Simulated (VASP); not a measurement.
Here is a VASP 6.6.1 calculation.

File INCAR:

```
ALGO = Normal ; EDIFF = 1E-7
ENCUT = 520 ; GGA = CA
ISIF = 2 ; ISMEAR = 1
LASPH = True ; LCHARG = True
LELF = True ; LREAL = False
LVHAR = True ; LWAVE = False
NBANDS = 26 ; NELM = 80
PREC = Accurate ; SIGMA = 0.05
```

File KPOINTS:

```
k-points
0
Gamma
  5 5 5
```

File POSCAR:

```
Y3Mg
1.0
    0.0000000000      3.9701147687      3.9701147687
    3.9701147687      0.0000000000      3.9701147687
    3.9701147687      3.9701147687      0.0000000000
Y Mg
3 1
Direct
    0.5000000000      0.5000000000      0.5000000000
    0.2500000000      0.2500000000      0.2500000000
    0.7500000000      0.7500000000      0.7500000000
    0.0000000000      0.0000000000      0.0000000000
```

Potentials or basis: VASP PAW LDA potentials, release 64 (Y_sv, Mg).

Command:

```console
$ cat potpaw_LDA.64/Y_sv/POTCAR potpaw_LDA.64/Mg/POTCAR > POTCAR
$ mpirun -np 1 vasp_std > vasp.out
```

Q: What does it give for the pressure?

A: -5.0 GPa.
